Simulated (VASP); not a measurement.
Runs of VASP 6.6.1 on RbSr. The structure is that of space group P6/mmm (No. 191), or close to it. The cells are those of the table. The cell was generated, and may not be a known phase.

| task | cell | k mesh | cutoff (eV) | gap on the mesh (eV) | pressure (GPa) | relaxed volume (Å³/atom) |
| --- | --- | --- | --- | --- | --- | --- |
| single point | a = 4.328, b = 4.328, c = 8.529 Å, angles 90.0, 90.0, 120.0°, 2 atoms | 6 × 6 × 4 | 520 | none | 0.1 | - |
| single point | a = 4.371, b = 4.371, c = 8.620 Å, angles 90.0, 90.0, 120.0°, 2 atoms | 12 × 12 × 8 | 520 | none | 0.0 | - |
| relaxation of cell and atoms | relaxed from a = 4.328, b = 4.328, c = 8.529 Å, angles 90.0, 90.0, 120.0°, 2 atoms | 12 × 12 × 8 | 600 | none | 0.0 | 71.28 |
| single point | a = 3.814, b = 3.814, c = 6.386 Å, angles 90.0, 90.0, 120.0°, 2 atoms | 6 × 6 × 4 | 520 | none | (a) | - |
| relaxation of cell and atoms | relaxed from a = 3.814, b = 3.814, c = 6.386 Å, angles 90.0, 90.0, 120.0°, 2 atoms | 6 × 6 × 4 | 600 | none | 0.0 | 71.05 |

Alike in all rows: level PBE; potentials or basis VASP PAW PBE potentials, release 64 (Rb_sv, Sr_sv); no spin polarisation; smearing gaussian 0.1 eV.

Q: Estimate the missing entries.

A: (a) 6.9.

Caveats: the stress differs along the axes, from 4 to 12 GPa (at least some runs); the volume moved by over 15 % at a fixed basis, so the end points are rough (at least some runs).

A k mesh can miss the band edges, and the runs leave out spin-orbit coupling on Rb, Sr.

A gap of «none» marks levels without a gap at the run's occupations.
